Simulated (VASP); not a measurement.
# Mo (P6/mmm) in VASP: notebook

Runs on Mo. Level: PBEsol. Tasks: single point, relaxation of cell and atoms.

Everything below comes from runs of VASP 6.6.1. Logs are shortened: lines on timing, memory, paths and dates and some standing lists are left out, and cuts for length are marked.

### 1 The cell of the first run

It takes space group P6/mmm (No. 191, hexagonal). Conventional cell: a = 4.620 Å, b = 4.620 Å, c = 2.536 Å, α = 90.00°, β = 90.00°, γ = 120.00°. Mo (site symmetry 6/mmm) has 14 Mo at 2.54 to 2.95 Å within 3.3 Å. Mo (site symmetry -6m2) has 11 Mo at 2.54 to 2.95 Å within 3.3 Å.

### 2 Single point, PBEsol

INCAR reads:

```
ALGO = Normal ; EDIFF = 1E-7
ENCUT = 520 ; GGA = PS
ISIF = 2 ; ISMEAR = -1
LASPH = True ; LCHARG = False
LREAL = False ; LWAVE = False
NBANDS = 28 ; NELM = 80
PREC = Accurate ; SIGMA = 0.1
```

KPOINTS reads:

```
k-points
0
Gamma
  10 10 16
```

POSCAR reads:

```
Mo
1.0
    4.6204402938      0.0000000000      0.0000000000
   -2.3102201469      4.0014186711      0.0000000000
    0.0000000000      0.0000000000      2.5358507691
Mo
3
Direct
    0.0000000000      0.0000000000      0.0000000000
    0.3333333333      0.6666666667      0.5000000000
    0.6666666667      0.3333333333      0.5000000000
```

Potentials or basis: VASP PAW PBE potentials, release 64 (Mo_sv).

Started as:

```bash
$ cat potpaw_PBE.64/Mo_sv/POTCAR > POTCAR
$ mpirun -np 1 vasp_std > vasp.out
```

OUTCAR:

```text
EDIFF = 1E-7
   ENCUT = 520
   GGA = PS
   ISIF = 2
   ISMEAR = -1
   LASPH = True
   LREAL = False
   NELM = 80
   PREC = Accurate

 ion  position               nearest neighbor table
   1  0.000  0.000  0.000-   2 2.95   3 2.95   2 2.95   3 2.95   2 2.95   2 2.95   3 2.95   3 2.95
                             3 2.95   3 2.95   2 2.95   2 2.95
   2  0.333  0.667  0.500-   3 2.67   3 2.67   3 2.67   1 2.95   1 2.95   1 2.95   1 2.95   1 2.95
                             1 2.95
   3  0.667  0.333  0.500-   2 2.67   2 2.67   2 2.67   1 2.95   1 2.95   1 2.95   1 2.95   1 2.95
                             1 2.95

  LATTYP: Found a hexagonal cell.
 ALAT       =     4.6204402938
 C/A-ratio  =     0.5488331431

  Lattice vectors:

 A1 = (   4.6204402938,   0.0000000000,   0.0000000000)
 A2 = (  -2.3102201469,   4.0014186711,   0.0000000000)
 A3 = (   0.0000000000,   0.0000000000,   2.5358507691)

Analysis of symmetry for initial positions (statically):
=====================================================================
 Subroutine PRICEL returns:
 Original cell was already a primitive cell.

 Routine SETGRP: Setting up the symmetry group for a
 hexagonal supercell.

 Subroutine GETGRP returns: Found 24 space group operations
 (whereof 24 operations were pure point group operations)
 out of a pool of 24 trial point group operations.

The static configuration has the point symmetry D_6h.

Analysis of symmetry for dynamics (positions and initial velocities):
=====================================================================
 Subroutine PRICEL returns:
 Original cell was already a primitive cell.

 Routine SETGRP: Setting up the symmetry group for a
 hexagonal supercell.

 Subroutine GETGRP returns: Found 24 space group operations
 (whereof 24 operations were pure point group operations)
 out of a pool of 24 trial point group operations.

The dynamic configuration has the point symmetry D_6h.

 Subroutine INISYM returns: Found 24 space group operations
 (whereof 24 operations are pure point group operations),
 and found     1 'primitive' translations

----------------------------------------------------------------------------------------

                                     Primitive cell

  volume of cell :      46.8836

  direct lattice vectors                    reciprocal lattice vectors
     4.620440294  0.000000000  0.000000000     0.216429590  0.124955682  0.000000000
    -2.310220147  4.001418671  0.000000000     0.000000000  0.249911364  0.000000000
     0.000000000  0.000000000  2.535850769     0.000000000  0.000000000  0.394344972

  length of vectors
     4.620440294  4.620440294  2.535850769     0.249911364  0.249911364  0.394344972

  position of ions in fractional coordinates (direct lattice)
     0.000000000  0.000000000  0.000000000
     0.333333333  0.666666667  0.500000000
     0.666666667  0.333333333  0.500000000

  ion indices of the primitive-cell ions
   primitive index   ion index
                 1           1
                 2           2
                 3           3

----------------------------------------------------------------------------------------

 KPOINTS: k-points

Automatic generation of k-mesh.
 Grid dimensions read from file:
 generate k-points for:   10   10   16

 Generating k-lattice:

  Cartesian coordinates                     Fractional coordinates (reciprocal lattice)
     0.021642959  0.012495568  0.000000000     0.100000000  0.000000000  0.000000000
     0.000000000  0.024991136  0.000000000     0.000000000  0.100000000  0.000000000
     0.000000000  0.000000000  0.024646561     0.000000000  0.000000000  0.062500000

  Length of vectors
     0.024991136  0.024991136  0.024646561

  Shift w.r.t. Gamma in fractional coordinates (k-lattice)
     0.000000000  0.000000000  0.000000000

 Subroutine IBZKPT returns following result:
 ===========================================

 Found    126 irreducible k-points:

 Following reciprocal coordinates:
            Coordinates               Weight
  0.000000  0.000000  0.000000      1.000000
  0.100000 -0.000000  0.000000      6.000000
  0.200000 -0.000000  0.000000      6.000000
  0.300000 -0.000000  0.000000      6.000000
  0.400000  0.000000  0.000000      6.000000
  0.500000  0.000000  0.000000      3.000000
[... 16 lines left out ...]
  0.300000  0.100000  0.062500     24.000000
  0.400000  0.100000  0.062500     24.000000
 [... further k-points ...]
   k-points           NKPTS =    126   k-points in BZ     NKDIM =    126   number of bands    NBANDS=     28
   number of dos      NEDOS =    301   number of ions     NIONS =      3
   total plane-waves  NPLWV =  25920
   dimension x,y,z NGX =    36 NGY =   36 NGZ =   20
   dimension x,y,z NGXF=    72 NGYF=   72 NGZF=   40
   ions per type =               3
   NGX,Y,Z   is equivalent  to a cutoff of  12.95, 12.95, 13.11 a.u.
   NGXF,Y,Z  is equivalent  to a cutoff of  25.91, 25.91, 26.22 a.u.
 SYSTEM =  unknown system
   PREC   = accura    normal or accurate (medium, high low for compatibility)
   ISTART =      0    job   : 0-new  1-cont  2-samecut
   ICHARG =      2    charge: 1-file 2-atom 10-const
   ISPIN  =      1    spin polarized calculation?
   LNONCOLLINEAR =      F non collinear calculations
   LSORBIT =      F    spin-orbit coupling
   LASPH  =      T    aspherical Exc in radial PAW
   ENCUT  =  520.0 eV  38.22 Ry    6.18 a.u.   8.59  8.59  4.72*2*pi/ulx,y,z
   NELM   =     80;   NELMIN=  2; NELMDL= -5     # of ELM steps
   EDIFF  = 0.1E-06   stopping-criterion for ELM
   LREAL  =      F    real-space projection
   EDIFFG = 0.1E-05   stopping-criterion for IOM
   NSW    =      0    number of steps for IOM
   IBRION =     -1    ionic relax: 0-MD 1-quasi-New 2-CG
   NFREE  =      0    steps in history (QN), initial steepest desc. (CG)
   ISIF   =      2    stress and relaxation
   ISYM   =      2    0-nonsym 1-usesym 2-fastsym
   POTIM  = 0.5000    time-step for ionic-motion
   TEBEG  =    0.0;   TEEND  =   0.0 temperature during run
   PSTRESS=    0.0 pullay stress
   NELECT =      42.0000    total number of electrons
   NUPDOWN=      -1.0000    fix difference up-down
   EMIN   =  10.00;   EMAX   =-10.00  energy-range for DOS
   EFERMI =   0.00;   METHOD = LEGACY
   ISMEAR =    -1;   SIGMA  =   0.10  broadening in eV -4-tet -1-fermi 0-gaus
   EFERMI_NEDOS =   21; number of points for ismear=-14 and -15
   IALGO  =     38    algorithm
   IMIX   =      4    mixing-type and parameters
     AMIX     =   0.40;   BMIX     =  1.00
     AMIX_MAG =   1.60;   BMIX_MAG =  1.00
  volume/ion in A,a.u.               =      15.63       105.46
  Fermi-wavevector in a.u.,A,eV,Ry     =   1.578160  2.982289 33.886502  2.490588
  Thomas-Fermi vector in A             =   2.678733
   LORBIT       =      0    0 simple, 1 ext, 2 COOP (PROOUT), +10 PAW based schemes
   GGA     = PS    functional components
   LHFCALC =     F    Hartree Fock is set to
   AEXX    =    0.0000 exact exchange contribution
   IVDW    =     0    specifies the selected vdW correction
   LEPSILON=     F    determine dielectric tensor
   LRPA    =     F    only Hartree local field effects (RPA)
 non-spin polarized calculation
  energy-cutoff  :      520.00
  volume of cell :       46.88
 maximum number of plane-waves:      1282
 NGX is ok and might be reduce to    36
   NGX = 17   NGY = 17   NGZ =  9

 number of electron      42.0000002 magnetization

 Free energy of the ion-electron system (eV)
  ---------------------------------------------------
  ext. energy  EPLUGINS =         0.00000000
  ---------------------------------------------------
  free energy    TOTEN  =       -34.16234452 eV

  energy without entropy =      -34.04181253  energy(sigma->0) =      -34.10207853

 E-fermi :  12.2608     XC(G=0): -13.4992

 val. band max:       12.2602408586   @ k =   0.3000  -0.0000   0.4375
 cond. band min:      12.2616740726   @ k =   0.4000   0.0000   0.4375
 fundamental gap:      0.0014332140
 Fermi energy:        12.2607538436

 k-point     1 :       0.0000    0.0000    0.0000
  band No.  band energies     occupation
      1     -48.6830      2.00000
      2     -48.4739      2.00000
      3     -48.3124      2.00000
      4     -22.9390      2.00000
      5     -22.9390      2.00000
      6     -22.8699      2.00000
[... 20 lines left out ...]
     27      16.6920      0.00000
     28      16.6920      0.00000

 k-point     2 :       0.1000   -0.0000    0.0000
  band No.  band energies     occupation
      1     -48.6779      2.00000
      2     -48.4743      2.00000
      3     -48.3174      2.00000
      4     -23.0306      2.00000
      5     -23.0106      2.00000
      6     -22.7705      2.00000
[... 20 lines left out ...]
     27      16.5212      0.00000
     28      16.6647      0.00000

 k-point     3 :       0.2000   -0.0000    0.0000
  band No.  band energies     occupation
      1     -48.6641      2.00000
      2     -48.4747      2.00000
      3     -48.3316      2.00000
      4     -23.1332      2.00000
      5     -23.0492      2.00000
      6     -22.6453      2.00000
[... 20 lines left out ...]
     27      16.0729      0.00000
     28      16.5815      0.00000

 k-point     4 :       0.3000   -0.0000    0.0000
  band No.  band energies     occupation
      1     -48.6460      2.00000
      2     -48.4730      2.00000
      3     -48.3523      2.00000
      4     -23.2132      2.00000
      5     -23.0189      2.00000
      6     -22.5321      2.00000
[... 578 lines left out ...]
     27      15.4576      0.00000
     28      16.3070      0.00000

 k-point    23 :       0.3000    0.1000    0.0625
  band No.  band energies     occupation
      1     -48.6260      2.00000
      2     -48.4598      2.00000
      3     -48.3578      2.00000
      4     -23.2030      2.00000
      5     -22.9947      2.00000
      6     -22.5580      2.00000
[... 20 lines left out ...]
     27      15.5564      0.00000
     28      16.1341      0.00000

 k-point    24 :       0.4000    0.1000    0.0625
  band No.  band energies     occupation
      1     -48.6158      2.00000
      2     -48.4522      2.00000
      3     -48.3761      2.00000
      4     -23.2338      2.00000
      5     -22.8691      2.00000
      6     -22.7042      2.00000
[... 20 lines left out ...]
     27      15.8382      0.00000
     28      15.9976      0.00000

 [... further k-points ...]
[... 5 lines left out ...]
  --------------------------------------------------------------------------------------
  -------------------------------------------------------------------------------------
  Total        0.1662544      0.1662544      0.2472249      0.0000000     -0.0000000      0.0000000
  in kB        5.6814958      5.6814958      8.4485410      0.0000000     -0.0000000      0.0000000
  external PRESSURE =       6.6038442 kB  Pullay stress =       0.0000000 kB

 VOLUME and BASIS-vectors are now :
 -----------------------------------------------------------------------------
  energy-cutoff  :      520.00
  volume of cell :       46.88
      direct lattice vectors                 reciprocal lattice vectors
     4.620440294  0.000000000  0.000000000     0.216429590  0.124955682  0.000000000
    -2.310220147  4.001418671  0.000000000     0.000000000  0.249911364  0.000000000
     0.000000000  0.000000000  2.535850769     0.000000000  0.000000000  0.394344972

 POSITION                                       TOTAL-FORCE (eV/Angst)
 -----------------------------------------------------------------------------------
      0.00000      0.00000      0.00000         0.000000      0.000000     -0.000000
     -0.00000      2.66761      1.26793        -0.000000      0.000000      0.000000
      2.31022      1.33381      1.26793         0.000000     -0.000000     -0.000000
 -----------------------------------------------------------------------------------
    total drift:                                0.000000      0.000000     -0.000000

  FREE ENERGIE OF THE ION-ELECTRON SYSTEM (eV)
  ---------------------------------------------------
  free  energy   TOTEN  =       -34.1623445187 eV

  energy  without entropy=      -34.0418125344  energy(sigma->0) =      -34.10207853
```

Run time: 2.7 min. Hardware: 1 thread of Intel Xeon Platinum 8488C (Sapphire Rapids), shared host; peak memory 0.24 GiB.

Results:

| Quantity | Value |
| --- | --- |
| Free energy | -34.1623 eV |
| Pressure | 0.7 GPa |
| Band gap on the k mesh | zero (band 21 reaches 13.14 eV, above the bottom of band 22 at 11.71 eV) |

Caveat: the PAW data sets were made with another functional, which shifts forces and pressure a little.

[end of part 1 of 2]
